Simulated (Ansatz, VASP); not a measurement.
## W in VASP and in Ansatz

```
W
1.0
    -1.53341    1.53341    1.66119
     1.53341   -1.53341    1.66119
     1.53341    1.53341   -1.66119
W
1
Direct
  0.00000 0.00000 0.00000
```

Change from the starting cell: strain -0.040 along x and y, +0.040 along z, atoms carried along.

Alike in both runs: task single point; functional PBEsol; k mesh 20 × 20 × 20; occupations gaussian, width 0.15 eV; no spin polarisation.

|  | VASP | Ansatz |
| --- | --- | --- |
| version | VASP 6.6.1 | Ansatz 0.2.0 |
| potentials or method | VASP PAW PBE potentials, release 64 (W_sv), cutoff 520 eV | scalar-relativistic, plane waves, PAW |
| valence electrons in the cell | 14 | 14 |

Ansatz gave:

* gap on the k mesh at the Fermi level (eV): none
* pressure (GPa): 2.2
* traceless stress, the component that is largest in VASP (GPa): -16.01

Task: What did VASP give for the same quantities?

Result: gap on the k mesh at the Fermi level (eV): none; pressure (GPa): 2.9; traceless stress, the component that is largest in VASP (GPa): -16.00.

VASP's potentials were made for PBE, not for PBEsol. A gap of «none» marks a metal or a gap that the smearing closes. With one functional, cell and mesh, what is left measures potentials, basis and numerics.

Spin-orbit coupling is off throughout.
